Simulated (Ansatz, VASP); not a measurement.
VMo3S8 in VASP and in Ansatz

```
V Mo S
1.0
     3.36503    0.00000    0.00000
    -1.68252    2.91420    0.00000
     0.00000    0.00000   26.17721
V Mo S
1 3 8
Cartesian
  0.0000 1.9428 13.0886
  0.0000 1.9428 0.0000
  1.6825 0.9714 6.5443
  1.6825 0.9714 19.6329
  0.0000 1.9428 4.9409
  0.0000 1.9428 18.0296
  1.6825 0.9714 24.5739
  1.6825 0.9714 11.4852
  0.0000 1.9428 8.1477
  0.0000 1.9428 21.2363
  1.6825 0.9714 1.6034
  1.6825 0.9714 14.6920
```

Alike in both runs: task single point; functional PBE; k mesh 6 × 6 × 1; occupations gaussian, width 0.1 eV; collinear spin.

|  | VASP | Ansatz |
| --- | --- | --- |
| version | VASP 6.6.1 | Ansatz 0.2.0 |
| potentials or method | VASP PAW PBE potentials, release 64 (V_sv, Mo_sv, S), cutoff 520 eV | scalar-relativistic, plane waves, PAW |
| valence electrons in the cell | 103 | 103 |

|  | VASP | Ansatz | Ansatz less VASP |
| --- | --- | --- | --- |
| gap on the k mesh at the Fermi level (eV) | 0.10 | 0.09 | -0.003 |
| least direct gap on the mesh (eV) | 0.63 | 0.63 | -0.001 |
| pressure (GPa) | -13.4 | -13.3 | +0.07 |
| traceless stress, the component that is largest in VASP (GPa) | 0.93 | 0.94 | +0.007 |
| rms of the force components (eV/Å) | 0.772 | 0.771 | -0.0014 |
| net moment per atom (μB) | 0.08 | 0.08 | 0.000 |
| size of the moment on the site where the two differ most (μB) | 1.08 | 1.01 | -0.071 |

Site moments also hang on the region over which each program counts them. Atom by atom the forces differ by 0.003 eV/Å (rms over components). The functional is the same, so the differences come from potentials, cutoffs and numerics.
